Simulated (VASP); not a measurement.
A run of VASP 6.6.1 is set up as follows.

POSCAR

```
LiF
1.0
    0.0000000000      1.9948691814      1.9948691814
    1.9948691814      0.0000000000      1.9948691814
    1.9948691814      1.9948691814      0.0000000000
Li F
1 1
Direct
    0.0000000000      0.0000000000      0.0000000000
    0.5000000000      0.5000000000      0.5000000000
```

The input INCAR.step1:

```
SYSTEM = LiF
PREC = Accurate
ENCUT = 500
EDIFF = 1E-8
ISMEAR = 0
SIGMA = 0.01
LREAL = .False.
LASPH = .True.
NELM = 80
ALGO = Normal
LWAVE = .True.
LCHARG = .False.
METAGGA = R2SCAN
LMIXTAU = .True.
```

File INCAR.step2:

```
SYSTEM = LiF
PREC = Accurate
ENCUT = 500
EDIFF = 1E-8
ISMEAR = 0
SIGMA = 0.01
LREAL = .False.
LASPH = .True.
NELM = 1
ALGO = Exact
LWAVE = .True.
LCHARG = .False.
METAGGA = R2SCAN
LMIXTAU = .True.
NBANDS = 63
LOPTICS = .True.
ISTART = 1
```

The input INCAR.step3:

```
SYSTEM = LiF
PREC = Accurate
ENCUT = 500
EDIFF = 1E-8
ISMEAR = 0
SIGMA = 0.01
LREAL = .False.
LASPH = .True.
ALGO = EVGW0
LWAVE = .False.
LCHARG = .False.
METAGGA = R2SCAN
LMIXTAU = .True.
NELMGW = 1
NBANDS = 63
ENCUTGW = 140.0
NOMEGA = 96
PRECFOCK = Fast
ISTART = 1
NBANDSGW = 12
OMEGAMAX = 20
```

KPOINTS

```
Automatic mesh
0
Gamma
  6 6 6
  0 0 0
```

Potentials or basis: VASP PAW PBE potentials, release 64 (Li_GW, F_GW).

Run with:

```console
$ cat potpaw_PBE.64/Li_GW/POTCAR potpaw_PBE.64/F_GW/POTCAR > POTCAR
$ cp INCAR.step1 INCAR
$ mpirun -np 1 vasp_std > vasp.out
$ cp INCAR.step2 INCAR
$ mpirun -np 1 vasp_std > vasp.out
$ cp INCAR.step3 INCAR
$ mpirun -np 1 vasp_std > vasp.out
```

Q: Estimate the quasiparticle gap.

A: 14.07 eV.

Q: Estimate the least direct quasiparticle gap.

A: 14.07 eV.

Q: What does it give for the band gap of the starting levels on the mesh?

A: 10.29 eV.

Q: Estimate the least direct gap of the starting levels on the mesh.

A: 10.29 eV.

Caveat: the k points lie up to 0.45 Å⁻¹ apart; bands, screening cutoff and mesh are small and nothing is extrapolated, so the quasiparticle values aren't converged.
